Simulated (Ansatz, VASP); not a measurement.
SnSe: VASP beside Ansatz

```xyz
4
Lattice="4.1899 0.0000 0.0000 0.0000 4.1899 0.0000 0.0000 0.0000 10.9796" Properties=species:S:1:pos:R:3 pbc="T T T"
Sn    2.0949    0.0000    4.2521
Sn    0.0000    2.0949    6.8275
Se    2.0949    0.0000    6.8269
Se    0.0000    2.0949    4.1527
```

Alike in both runs: task single point; functional LDA; k mesh 6 × 6 × 4; occupations gaussian, width 0.05 eV; no spin polarisation.

|  | VASP | Ansatz |
| --- | --- | --- |
| version | VASP 6.6.1 | Ansatz 0.2.0 |
| potentials or method | VASP PAW LDA potentials, release 64 (Sn_d, Se), cutoff 500 eV | scalar-relativistic, plane waves, PAW |
| valence electrons in the cell | 40 | 60 |

```csv
,VASP,Ansatz,Ansatz less VASP
gap on the k mesh at the Fermi level (eV),1.40,1.42,+0.018
least direct gap on the mesh (eV),1.40,1.42,+0.018
rms of the force components (eV/Å),0.308,0.296,-0.0117
```

LDA's correlation is that of Perdew and Zunger in VASP and of Perdew and Wang (1992) in Ansatz. Atom by atom the forces differ by 0.016 eV/Å (rms over components). VASP's potentials hold 40 valence electrons a cell and Ansatz's 60, so a difference there can come from the potentials and not from the codes.
